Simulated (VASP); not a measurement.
# CdSe (F-43m) in VASP: notebook, part 2 of 2

VASP 6.6.1.

## Step 4: Single point, r2SCAN (volume scaled by 1.03)

File POSCAR:

```
CdSe
1.0
    0.0000000000      3.0971537691      3.0971537691
    3.0971537691      0.0000000000      3.0971537691
    3.0971537691      3.0971537691      0.0000000000
Cd Se
1 1
Direct
    0.0000000000      0.0000000000      0.0000000000
    0.7500000000      0.7500000000      0.7500000000
```

File INCAR.step1:

```
SYSTEM = CdSe
ALGO     = Normal         ! electronic algorithm
EDIFF    = 1E-4           ! SCF threshold, eV
ENCUT    = 520            ! plane-wave cutoff, eV
GGA      = PE             ! functional
ISMEAR   = 0              ! smearing method
LASPH    = .TRUE.         ! aspherical terms in the spheres
LCHARG   = .FALSE.        ! write CHGCAR
LREAL    = .FALSE.        ! projectors in reciprocal space
LWAVE    = .TRUE.         ! write WAVECAR
NBANDS   = 16             ! bands
NELM     = 60             ! most SCF steps
PREC     = Accurate       ! precision mode
SIGMA    = 0.02           ! smearing width, eV
```

File INCAR.step2:

```
SYSTEM = CdSe
ALGO     = Normal         ! electronic algorithm
EDIFF    = 1E-7           ! SCF threshold, eV
ENCUT    = 520            ! plane-wave cutoff, eV
ISIF     = 2              ! what is computed and relaxed
ISMEAR   = 0              ! smearing method
ISTART   = 1            
LASPH    = .TRUE.         ! aspherical terms in the spheres
LCHARG   = .FALSE.        ! write CHGCAR
LMIXTAU  = .TRUE.       
LREAL    = .FALSE.        ! projectors in reciprocal space
LWAVE    = .FALSE.        ! write WAVECAR
METAGGA  = R2SCAN         ! meta-GGA
NBANDS   = 16             ! bands
NELM     = 60             ! most SCF steps
PREC     = Accurate       ! precision mode
SIGMA    = 0.02           ! smearing width, eV
```

File KPOINTS:

```
k-points
0
G
  8 8 8
  0 0 0
```

The run is started by

```sh
> cat potpaw_PBE.64/Cd/POTCAR potpaw_PBE.64/Se/POTCAR > POTCAR
> cp INCAR.step1 INCAR
> mpirun -np 1 vasp_std > vasp.out
> cp INCAR.step2 INCAR
> mpirun -np 1 vasp_std > vasp.out
```

Wall time 4.6 min (1 thread of AMD EPYC 7R43 (Zen 3), shared host); peak memory 0.19 GiB.

Results (log left out):

* Free energy: -35.9103 eV
* Pressure: -1.2 GPa
* Band gap on the k mesh: 0.96 eV, direct

Levels at points of the mesh, in eV from the valence-band top:
```csv
k point,band 6,band 7,band 8,band 9,band 10,band 11,band 12,band 13
"(0.00, 0.00, 0.00)",-7.66,0.00,0.00,0.00,0.96,6.47,6.47,6.47
"(0.50, 0.00, 0.00)",-7.39,-4.11,-0.68,-0.68,2.78,6.91,6.91,7.65
"(0.50, 0.50, 0.00)",-7.33,-3.84,-1.70,-1.70,3.55,4.09,9.41,10.62
```

Caveat: the PAW data sets were made with another functional, which shifts forces and pressure a little.

## Step 5: Single point, r2SCAN (volume scaled by 0.88)

File POSCAR:

```
CdSe
1.0
    0.0000000000      2.9388533655      2.9388533655
    2.9388533655      0.0000000000      2.9388533655
    2.9388533655      2.9388533655      0.0000000000
Cd Se
1 1
Direct
    0.0000000000      0.0000000000      0.0000000000
    0.7500000000      0.7500000000      0.7500000000
```

File INCAR.step1:

```
PREC = Accurate
ENCUT = 520
ISMEAR = 0
SIGMA = 0.02
LREAL = F
LASPH = T
NELM = 80
NBANDS = 16
GGA = PE
ALGO = Normal
EDIFF = 1E-4
LWAVE = T
LCHARG = F
```

File INCAR.step2:

```
PREC = Accurate
ENCUT = 520
EDIFF = 1E-7
ISMEAR = 0
SIGMA = 0.02
LREAL = F
LASPH = T
NELM = 80
ALGO = Normal
ISIF = 2
LWAVE = F
LCHARG = F
METAGGA = R2SCAN
LMIXTAU = T
NBANDS = 16
ISTART = 1
```

File KPOINTS:

```
Automatic mesh
0
Gamma
  8 8 8
```

Potentials or basis: VASP PAW PBE potentials, release 64 (Cd, Se).

The run is started by

```sh
> cat potpaw_PBE.64/Cd/POTCAR potpaw_PBE.64/Se/POTCAR > POTCAR
> cp INCAR.step1 INCAR
> mpirun -np 1 vasp_std > vasp.out
> cp INCAR.step2 INCAR
> mpirun -np 1 vasp_std > vasp.out
```

OUTCAR:

```text
PREC = Accurate
   ENCUT = 520
   EDIFF = 1E-7
   ISMEAR = 0
   LREAL = F
   LASPH = T
   NELM = 80
   ISIF = 2
   METAGGA = R2SCAN
   ISTART = 1

 ion  position               nearest neighbor table
   1  0.000  0.000  0.000-   2 2.55   2 2.55   2 2.55   2 2.55
   2  0.750  0.750  0.750-   1 2.55   1 2.55   1 2.55   1 2.55

  LATTYP: Found a face centered cubic cell.
 ALAT       =     5.8777067310

  Lattice vectors:

[... 639 lines left out ...]
     16      15.2594      0.00000

 [... further k-points ...]

------------------------ aborting loop because EDIFF is reached ----------------------------------------

  FORCE on cell =-STRESS in cart. coord.  units (eV):
  Direction    XX          YY          ZZ          XY          YZ          ZX
  --------------------------------------------------------------------------------------
  -------------------------------------------------------------------------------------
  Total        2.9350593      2.9350593      2.9350593      0.0000000     -0.0000000      0.0000000
  in kB       92.6325705     92.6325705     92.6325705      0.0000000     -0.0000000      0.0000000
  external PRESSURE =      92.6325705 kB  Pullay stress =       0.0000000 kB

 VOLUME and BASIS-vectors are now :
 -----------------------------------------------------------------------------
  energy-cutoff  :      520.00
  volume of cell :       50.76
      direct lattice vectors                 reciprocal lattice vectors
     0.000000000  2.938853365  2.938853365    -0.170134382  0.170134382  0.170134382
     2.938853365  0.000000000  2.938853365     0.170134382 -0.170134382  0.170134382
     2.938853365  2.938853365  0.000000000     0.170134382  0.170134382 -0.170134382

 POSITION                                       TOTAL-FORCE (eV/Angst)
 -----------------------------------------------------------------------------------
      0.00000      0.00000      0.00000        -0.000000     -0.000000     -0.000000
      4.40828      4.40828      4.40828         0.000000      0.000000      0.000000
 -----------------------------------------------------------------------------------
    total drift:                                0.000001      0.000001      0.000001

  FREE ENERGIE OF THE ION-ELECTRON SYSTEM (eV)
  ---------------------------------------------------
  free  energy   TOTEN  =       -35.7318551220 eV

  energy  without entropy=      -35.7318551220  energy(sigma->0) =      -35.73185512
```

OSZICAR.step1:

```text
N       E                     dE             d eps       ncg     rms          rms(c)
DAV:   1     0.106370789519E+03    0.10637E+03   -0.89330E+03   968   0.102E+03
DAV:   2    -0.182631873770E+01   -0.10820E+03   -0.10302E+03  1104   0.251E+02
DAV:   3    -0.559409083206E+01   -0.37678E+01   -0.37630E+01  1168   0.487E+01
DAV:   4    -0.560827482947E+01   -0.14184E-01   -0.14184E-01  1136   0.298E+00
DAV:   5    -0.560836177226E+01   -0.86943E-04   -0.86943E-04  1192   0.204E-01    0.787E+00
DAV:   6    -0.526398940054E+01    0.34437E+00   -0.50759E-01  1384   0.951E+00    0.596E+00
DAV:   7    -0.523894850181E+01    0.25041E-01   -0.17308E-01  1120   0.283E+00    0.234E+00
DAV:   8    -0.523964982408E+01   -0.70132E-03   -0.17961E-02  1120   0.172E+00    0.280E-01
DAV:   9    -0.523971589614E+01   -0.66072E-04   -0.17397E-03  1088   0.586E-01    0.608E-02
DAV:  10    -0.523977975834E+01   -0.63862E-04   -0.16868E-04  1008   0.175E-01
   1 F= -.52397798E+01 E0= -.52397798E+01  d E =-.767602E-13
```

Run time: 54 s. Hardware: 1 thread of AMD EPYC 9R45 (Zen 5), shared host; peak memory 0.16 GiB.

Results:

```
Free energy            : -35.7319 eV
Pressure               : 9.3 GPa
Band gap on the k mesh : 1.31 eV, direct
```

Caveat: the PAW data sets were made with another functional, which shifts forces and pressure a little.

## Step 6: Single point, r2SCAN (volume scaled by 0.91)

File POSCAR:

```
CdSe
1.0
    0.0000000000      2.9718769539      2.9718769539
    2.9718769539      0.0000000000      2.9718769539
    2.9718769539      2.9718769539      0.0000000000
Cd Se
1 1
Direct
    0.0000000000      0.0000000000      0.0000000000
    0.7500000000      0.7500000000      0.7500000000
```

File INCAR.step1:

```
PREC     = Accurate       # precision mode
ENCUT    = 520            # plane-wave cutoff, eV
ISMEAR   = 0              # smearing method
SIGMA    = 0.02           # smearing width, eV
LREAL    = F              # projectors in reciprocal space
LASPH    = T              # aspherical terms in the spheres
NELM     = 100            # most SCF steps
NBANDS   = 16             # bands
GGA      = PE             # functional
ALGO     = Normal         # electronic algorithm
EDIFF    = 1E-4           # SCF threshold, eV
LWAVE    = T              # write WAVECAR
LCHARG   = F              # write CHGCAR
```

File INCAR.step2:

```
PREC     = Accurate       # precision mode
ENCUT    = 520            # plane-wave cutoff, eV
EDIFF    = 1E-6           # SCF threshold, eV
ISMEAR   = 0              # smearing method
SIGMA    = 0.02           # smearing width, eV
LREAL    = F              # projectors in reciprocal space
LASPH    = T              # aspherical terms in the spheres
NELM     = 100            # most SCF steps
ALGO     = Normal         # electronic algorithm
ISIF     = 2              # what is computed and relaxed
LWAVE    = F              # write WAVECAR
LCHARG   = T              # write CHGCAR
METAGGA  = R2SCAN         # meta-GGA
LMIXTAU  = T            
LELF     = T              # ELF
LVHAR    = T            
NBANDS   = 16             # bands
ISTART   = 1
```

KPOINTS is that of step 5.

Potentials or basis: VASP PAW PBE potentials, release 64 (Cd, Se).

The run is started by

```sh
> cat potpaw_PBE.64/Cd/POTCAR potpaw_PBE.64/Se/POTCAR > POTCAR
> cp INCAR.step1 INCAR
> mpirun -np 1 vasp_std > vasp.out
> cp INCAR.step2 INCAR
> mpirun -np 1 vasp_std > vasp.out
```

OUTCAR:

```text
PREC = Accurate
   ENCUT = 520
   EDIFF = 1E-6
   ISMEAR = 0
   LREAL = F
   LASPH = T
   NELM = 100
   ISIF = 2
   METAGGA = R2SCAN
   ISTART = 1

 ion  position               nearest neighbor table
   1  0.000  0.000  0.000-   2 2.57   2 2.57   2 2.57   2 2.57
   2  0.750  0.750  0.750-   1 2.57   1 2.57   1 2.57   1 2.57

  LATTYP: Found a face centered cubic cell.
 ALAT       =     5.9437539078

  Lattice vectors:

 A1 = (   0.0000000000,   2.9718769539,   2.9718769539)
 A2 = (   2.9718769539,   0.0000000000,   2.9718769539)
 A3 = (   2.9718769539,   2.9718769539,   0.0000000000)

Analysis of symmetry for initial positions (statically):
=====================================================================
 Subroutine PRICEL returns:
 Original cell was already a primitive cell.

 Routine SETGRP: Setting up the symmetry group for a
 face centered cubic supercell.

 Subroutine GETGRP returns: Found 24 space group operations
 (whereof 24 operations were pure point group operations)
 out of a pool of 48 trial point group operations.

The static configuration has the point symmetry T_d .

[... 158 lines left out ...]
  energy without entropy =      -35.81613479  energy(sigma->0) =      -35.81613479

 E-fermi :   1.3064     XC(G=0):  -9.7658

 val. band max:        1.2261555962   @ k =   0.0000   0.0000   0.0000
 cond. band min:       2.4668549012   @ k =   0.0000   0.0000   0.0000
 fundamental gap:      1.2406993049
 Fermi energy:         1.3063857931

 k-point     1 :       0.0000    0.0000    0.0000
  band No.  band energies     occupation
      1     -12.2284      2.00000
      2      -7.2040      2.00000
      3      -7.2040      2.00000
      4      -7.2040      2.00000
      5      -6.7141      2.00000
      6      -6.7141      2.00000
[... 433 lines left out ...]
      3      -7.0055      2.00000
      4      -6.7411      2.00000
      5      -6.6944      2.00000
      6      -6.2444      2.00000
[... 8 lines left out ...]
     15      13.6960      0.00000
     16      14.8142      0.00000

 [... further k-points ...]

------------------------ aborting loop because EDIFF is reached ----------------------------------------

  FORCE on cell =-STRESS in cart. coord.  units (eV):
  Direction    XX          YY          ZZ          XY          YZ          ZX
  --------------------------------------------------------------------------------------
  -------------------------------------------------------------------------------------
  Total        2.0986782      2.0986782      2.0986782     -0.0000000     -0.0000000      0.0000000
  in kB       64.0521868     64.0521868     64.0521868     -0.0000000     -0.0000000      0.0000000
  external PRESSURE =      64.0521868 kB  Pullay stress =       0.0000000 kB

 VOLUME and BASIS-vectors are now :
 -----------------------------------------------------------------------------
  energy-cutoff  :      520.00
  volume of cell :       52.50
      direct lattice vectors                 reciprocal lattice vectors
     0.000000000  2.971876954  2.971876954    -0.168243843  0.168243843  0.168243843
     2.971876954  0.000000000  2.971876954     0.168243843 -0.168243843  0.168243843
     2.971876954  2.971876954  0.000000000     0.168243843  0.168243843 -0.168243843

 POSITION                                       TOTAL-FORCE (eV/Angst)
 -----------------------------------------------------------------------------------
      0.00000      0.00000      0.00000        -0.000000      0.000000      0.000000
      4.45782      4.45782      4.45782         0.000000     -0.000000     -0.000000
 -----------------------------------------------------------------------------------
    total drift:                               -0.000000     -0.000000     -0.000000

  FREE ENERGIE OF THE ION-ELECTRON SYSTEM (eV)
  ---------------------------------------------------
  free  energy   TOTEN  =       -35.8161347938 eV

  energy  without entropy=      -35.8161347938  energy(sigma->0) =      -35.81613479
```

OUTCAR.step1:

```text
PREC = Accurate
   ENCUT = 520
   ISMEAR = 0
   LREAL = F
   LASPH = T
[... 676 lines left out ...]
 -----------------------------------------------------------------------------------
      0.00000      0.00000      0.00000         0.000000      0.000000      0.000000
      4.45782      4.45782      4.45782        -0.000000     -0.000000     -0.000000
 -----------------------------------------------------------------------------------
    total drift:                                0.000000      0.000000      0.000000

  FREE ENERGIE OF THE ION-ELECTRON SYSTEM (eV)
  ---------------------------------------------------
  free  energy   TOTEN  =        -5.3401624557 eV

  energy  without entropy=       -5.3401624557  energy(sigma->0) =       -5.34016246
```

Wall time 53 s (1 thread of AMD EPYC 9R45 (Zen 5), shared host); peak memory 0.17 GiB.

Results:

* Free energy: -35.8161 eV
* Pressure: 6.4 GPa
* Band gap on the k mesh: 1.24 eV, direct

Caveat: the PAW data sets were made with another functional, which shifts forces and pressure a little.

## Step 7: The runs side by side

| cell | gap on the mesh (eV) | pressure (GPa) |
| --- | --- | --- |
| a = 4.249 Å, angles 60.0°, 2 atoms | 1.17 | 4.0 |
| a = 4.293 Å, angles 60.0°, 2 atoms | 1.10 | 2.0 |
| a = 4.380 Å, angles 60.0°, 2 atoms | 0.96 | -1.2 |
| a = 4.156 Å, angles 60.0°, 2 atoms | 1.31 | 9.3 |
| a = 4.203 Å, angles 60.0°, 2 atoms | 1.24 | 6.4 |

Alike in all rows: task single point; level r2SCAN; potentials or basis VASP PAW PBE potentials, release 64 (Cd, Se); no spin polarisation; k mesh 8 × 8 × 8; cutoff (eV) 520; smearing gaussian 0.02 eV.

Caveats: the PAW data sets were made with another functional, which shifts forces and pressure a little.

Absolute energies hang on the potentials; compare differences alone.
